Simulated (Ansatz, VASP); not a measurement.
## Si3N4 in VASP and in Ansatz

File POSCAR:

```
Si3N4
1.0
    7.5647133300      0.0000000000      0.0000000000
   -3.7823566600      6.5512349500      0.0000000000
    0.0000000000      0.0000000000      2.8942923300
N Si
8 6
Direct
    0.3333000000      0.6667000000      0.2500000000
    0.6666000000      0.3333000000      0.7500000000
    0.3399000000      0.0357000000      0.2500000000
    0.3042000000      0.3399000000      0.7500000000
    0.9643000000      0.3042000000      0.2500000000
    0.6601000000      0.9643000000      0.7500000000
    0.6958000000      0.6601000000      0.2500000000
    0.0357000000      0.6958000000      0.7500000000
    0.1842000000      0.7704000000      0.2500000000
    0.4138000000      0.1842000000      0.7500000000
    0.2296000000      0.4138000000      0.2500000000
    0.8158000000      0.2296000000      0.7500000000
    0.5862000000      0.8158000000      0.2500000000
    0.7704000000      0.5862000000      0.7500000000
```

File INCAR.step1:

```
PREC = Accurate
ENCUT = 520
ISMEAR = -1
SIGMA = 0.0996
LREAL = F
LASPH = T
NELM = 100
NBANDS = 45
GGA = PE
ALGO = Normal
EDIFF = 1E-4
LWAVE = T
LCHARG = F
```

INCAR.step2

```
PREC = Accurate
ENCUT = 520
EDIFF = 1E-6
ISMEAR = -1
SIGMA = 0.0996
LREAL = F
LASPH = T
NELM = 100
ALGO = Normal
ISIF = 2
LWAVE = F
LCHARG = F
METAGGA = R2SCAN
LMIXTAU = T
NBANDS = 45
ISTART = 1
```

File KPOINTS:

```
regular mesh
0
Gamma
  4 4 9
```

Input for Ansatz:

```yaml
crystal:
  lattice:
    - [7.56471333, 0.0, 0.0]
    - [-3.78235666, 6.55123495, 0.0]
    - [0.0, 0.0, 2.89429233]
  atoms:
    - { symbol: "N", position: [0.3333, 0.6667, 0.25] }
    - { symbol: "N", position: [0.6666, 0.3333, 0.75] }
    - { symbol: "N", position: [0.3399, 0.0357, 0.25] }
    - { symbol: "N", position: [0.3042, 0.3399, 0.75] }
    - { symbol: "N", position: [0.9643, 0.3042, 0.25] }
    - { symbol: "N", position: [0.6601, 0.9643, 0.75] }
    - { symbol: "N", position: [0.6958, 0.6601, 0.25] }
    - { symbol: "N", position: [0.0357, 0.6958, 0.75] }
    - { symbol: Si, position: [0.1842, 0.7704, 0.25] }
    - { symbol: Si, position: [0.4138, 0.1842, 0.75] }
    - { symbol: Si, position: [0.2296, 0.4138, 0.25] }
    - { symbol: Si, position: [0.8158, 0.2296, 0.75] }
    - { symbol: Si, position: [0.5862, 0.8158, 0.25] }
    - { symbol: Si, position: [0.7704, 0.5862, 0.75] }
  symmetry: { tolerance: 0.0003 }
kpoints:
  mp_grid: { grid: [4, 4, 9], shift: [0, 0, 0] }
  band_path:
    path:
      - [0.0, 0.0, 0.0]
      - [0.49999997, 4.0e-08, 0.0]
      - [0.33333331, 0.33333339, 0.0]
      - [0.0, 0.0, 0.0]
      - [0.0, 0.0, 0.5]
      - [0.49999997, 4.0e-08, 0.5]
      - [0.33333331, 0.33333339, 0.5]
      - [0.0, 0.0, 0.5]
    npoints: 7
magnetization:
  spin_polarized: false
scf:
  occupations: { method: fermi_dirac, width: 0.0996 }
  lower_state_search: "off"
  max_iter: 200
hamiltonian:
  pseudopotentials: { kind: paw }
  xc: r2scan
basis:
  ecutwfc: 500
  fft_grid_basis: typed
output:
  forces: true
  stress: true
  eigenvalues: true
  bader: true
  populations: true
  elf: true
  write_potential: true
  volumetric_format: npy
  dos:
    e_range: [-12, 8]
    de: 0.05
    projected: { site_lists: { "N": ["N"], Si: [Si] } }
checkpoint:
  read: saved_state
```

Alike in both runs: task single point; functional r2SCAN; k mesh 4 × 4 × 9; occupations fermi-dirac, width 0.0996 eV; no spin polarisation.

|  | VASP | Ansatz |
| --- | --- | --- |
| version | VASP 6.6.1 | Ansatz 0.2.0 |
| potentials or method | VASP PAW PBE potentials, release 64 (N, Si), cutoff 520 eV | PAW plane waves |
| valence electrons in the cell | 64 | 64 |

```csv
,VASP,Ansatz,Ansatz less VASP
gap on the k mesh at the Fermi level (eV),5.07,5.08,+0.009
pressure (GPa),5.2,5.4,+0.16
"traceless stress, the component that is largest in VASP (GPa)",-5.30,-5.30,0.000
rms of the force components (eV/Å),0.920,0.922,+0.0023
```

VASP's potentials were made for PBE, not for r2SCAN. Atom by atom the forces differ by 0.007 eV/Å (rms over components). Ansatz's warnings: structure snapped to symmetry.
